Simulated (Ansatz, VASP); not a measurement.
## SiC in VASP and in Ansatz

INCAR

```
PREC = Accurate
ENCUT = 520
EDIFF = 1E-6
ISMEAR = 0
SIGMA = 0.05
LREAL = F
LASPH = T
NELM = 80
ALGO = Normal
ISIF = 2
LWAVE = F
LCHARG = F
GGA = PE
NBANDS = 11
```

KPOINTS

```
Automatic mesh
0
Gamma
  12 12 12
```

File POSCAR:

```
SiC
1.0
    0.0000000000      1.9369113167      2.7387926018
    1.9369113167      0.0000000000      2.7387926018
    1.9369113167      1.9369113167      0.0000000000
Si C
1 1
Direct
    0.0000000000      0.0000000000      0.0000000000
    0.7500000000      0.7500000000      0.7500000000
```

Input for Ansatz:

```yaml
crystal:
  lattice:
    - [0.0, 1.9369113167, 2.7387926018]
    - [1.9369113167, 0.0, 2.7387926018]
    - [1.9369113167, 1.9369113167, 0.0]
  atoms:
    - { symbol: Si, position: [0.0, 0.0, 0.0] }
    - { symbol: C, position: [0.75, 0.75, 0.75] }
basis:
  ecutwfc: 420
kpoints:
  mp_grid: { grid: [12, 12, 12] }
hamiltonian:
  xc: pbe
scf:
  occupations: { method: gaussian, width: 0.05 }
output:
  forces: true
  stress: true
  eigenvalues: true
```

Alike in both runs: task single point; functional PBE; k mesh 12 × 12 × 12; occupations gaussian, width 0.05 eV; no spin polarisation.

|  | VASP | Ansatz |
| --- | --- | --- |
| version | VASP 6.6.1 | Ansatz 0.2.0 |
| potentials or method | VASP PAW PBE potentials, release 64 (Si, C), cutoff 520 eV | scalar-relativistic, plane waves, PAW |
| valence electrons in the cell | 8 | 8 |

|  | VASP | Ansatz | Ansatz less VASP |
| --- | --- | --- | --- |
| gap on the k mesh at the Fermi level (eV) | none | none | - |
| pressure (GPa) | 1.6 | 1.6 | +0.02 |
| traceless stress, the component that is largest in VASP (GPa) | -87.77 | -87.80 | -0.033 |

A gap of «none» marks a metal or a gap that the smearing closes.
